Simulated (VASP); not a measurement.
A run of VASP 6.6.1 is set up as follows.

POSCAR

```
MgO
1.0
    2.0939376711      2.0939376711      0.0000000000
   -2.0939376711      2.0939376711      0.0000000000
    0.0000000000      2.0939376711      2.0939376711
Mg O
1 1
Direct
    0.0000000000      0.0000000000      0.0000000000
    0.5000000000      0.5000000000      0.0000000000
```

File INCAR.step1:

```
SYSTEM = MgO
PREC = Accurate
ENCUT = 520
ISMEAR = 0
SIGMA = 0.01
LREAL = .FALSE.
LASPH = .TRUE.
NELM = 80
NBANDS = 11
GGA = PE
ALGO = Normal
EDIFF = 1E-4
LWAVE = .TRUE.
LCHARG = .FALSE.
```

Contents of INCAR.step2:

```
SYSTEM = MgO
PREC = Accurate
ENCUT = 520
EDIFF = 1E-7
ISMEAR = 0
SIGMA = 0.01
LREAL = .FALSE.
LASPH = .TRUE.
NELM = 80
ALGO = Normal
ISIF = 2
LWAVE = .FALSE.
LCHARG = .FALSE.
METAGGA = R2SCAN
LMIXTAU = .TRUE.
NBANDS = 11
ISTART = 1
```

Contents of KPOINTS:

```
Automatic mesh
0
G
  10 10 10
  0 0 0
```

Potentials or basis: VASP PAW PBE potentials, release 64 (Mg, O).

Launch:

```sh
$ cat potpaw_PBE.64/Mg/POTCAR potpaw_PBE.64/O/POTCAR > POTCAR
$ cp INCAR.step1 INCAR
$ mpirun -np 1 vasp_std > vasp.out
$ cp INCAR.step2 INCAR
$ mpirun -np 1 vasp_std > vasp.out
```

(1) Predict the band gap on the k mesh.

(2) Predict the pressure.

## Answers

(1) 5.78 eV.

(2) 0.9 GPa.

Caveat: the PAW data sets were made with another functional, which shifts forces and pressure a little.

**The experiment to reproduce.**

From “Electronic structure of alkaline earth and post-transition metal oxides”, 2009, arxiv:0908.1581, for a bulk crystal of MgO: band gap 7.83 eV.

Against the measured gap of MgO, 7.83 eV (quoted in “Electronic structure of alkaline earth and post-transition metal oxides”, 2009, arxiv:0908.1581), the calculated 5.78 eV is off by -2.05 eV. The value is that of r2SCAN, without temperature or zero-point motion.
